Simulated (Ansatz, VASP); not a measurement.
One calculation of SiO2, two programs

Contents of INCAR:

```
PREC = Accurate
ENCUT = 520
EDIFF = 1E-6
ISMEAR = 0
SIGMA = 0.02
LREAL = False
LASPH = True
NELM = 60
ALGO = Normal
ISIF = 2
LWAVE = False
LCHARG = False
NBANDS = 44
```

KPOINTS

```
regular mesh
0
Gamma
  6 6 4
```

The input POSCAR:

```
SiO2
1.0
    4.9288870751      0.0000000000      0.0000000000
    0.0000000000      4.9288870751      0.0000000000
    0.0000000000      0.0000000000      7.2888059817
Si O
4 8
Direct
    0.0000000000      0.0000000000      0.0000000000
    0.0000000000      0.5000000000      0.2500000000
    0.5000000000      0.5000000000      0.5000000000
    0.5000000000      0.0000000000      0.7500000000
    0.0985467053      0.2500000000      0.1250000000
    0.2500000000      0.5985467053      0.3750000000
    0.7500000000      0.4014532947      0.3750000000
    0.9014532947      0.7500000000      0.1250000000
    0.5985467053      0.7500000000      0.6250000000
    0.7500000000      0.0985467053      0.8750000000
    0.2500000000      0.9014532947      0.8750000000
    0.4014532947      0.2500000000      0.6250000000
```

Input for Ansatz:

```yaml
crystal:
  lattice:
    - [4.9288870751, 0.0, 0.0]
    - [0.0, 4.9288870751, 0.0]
    - [0.0, 0.0, 7.2888059817]
  atoms:
    - { symbol: Si, position: [0.0, 0.0, 0.0] }
    - { symbol: Si, position: [0.0, 0.5, 0.25] }
    - { symbol: Si, position: [0.5, 0.5, 0.5] }
    - { symbol: Si, position: [0.5, 0.0, 0.75] }
    - { symbol: O, position: [0.0985467053, 0.25, 0.125] }
    - { symbol: O, position: [0.25, 0.5985467053, 0.375] }
    - { symbol: O, position: [0.75, 0.4014532947, 0.375] }
    - { symbol: O, position: [0.9014532947, 0.75, 0.125] }
    - { symbol: O, position: [0.5985467053, 0.75, 0.625] }
    - { symbol: O, position: [0.75, 0.0985467053, 0.875] }
    - { symbol: O, position: [0.25, 0.9014532947, 0.875] }
    - { symbol: O, position: [0.4014532947, 0.25, 0.625] }
basis:
  ecutwfc: 420
kpoints:
  mp_grid: { grid: [6, 6, 4] }
  band_path: { path: [VBM, CBM], npoints: 2 }
hamiltonian:
  xc: lda
scf:
  occupations: { method: gaussian, width: 0.02 }
output:
  forces: true
  stress: true
  eigenvalues: true
checkpoint:
  read: start.run
  write: ck
  compress: false
  write_wavefunctions: false
  write_every: 100000
```

Alike in both runs: task single point; functional LDA; k mesh 6 × 6 × 4; occupations gaussian, width 0.02 eV; no spin polarisation.

```csv
,VASP,Ansatz
version,VASP 6.6.1,Ansatz 0.2.0
potentials or method,"VASP PAW LDA potentials, release 64 (Si, O), cutoff 520 eV","scalar-relativistic, plane waves, PAW"
valence electrons in the cell,64,64
```

|  | VASP | Ansatz | Ansatz less VASP |
| --- | --- | --- | --- |
| gap on the k mesh at the Fermi level (eV) | 5.76 | 5.76 | +0.001 |
| least direct gap on the mesh (eV) | 5.76 | 5.76 | +0.001 |
| pressure (GPa) | 0.6 | 0.0 | -0.55 |
| rms of the force components (eV/Å) | 0.014 | 0.001 | -0.0128 |

LDA's correlation is that of Perdew and Zunger in VASP and of Perdew and Wang (1992) in Ansatz. Atom by atom the forces differ by 0.013 eV/Å (rms over components).
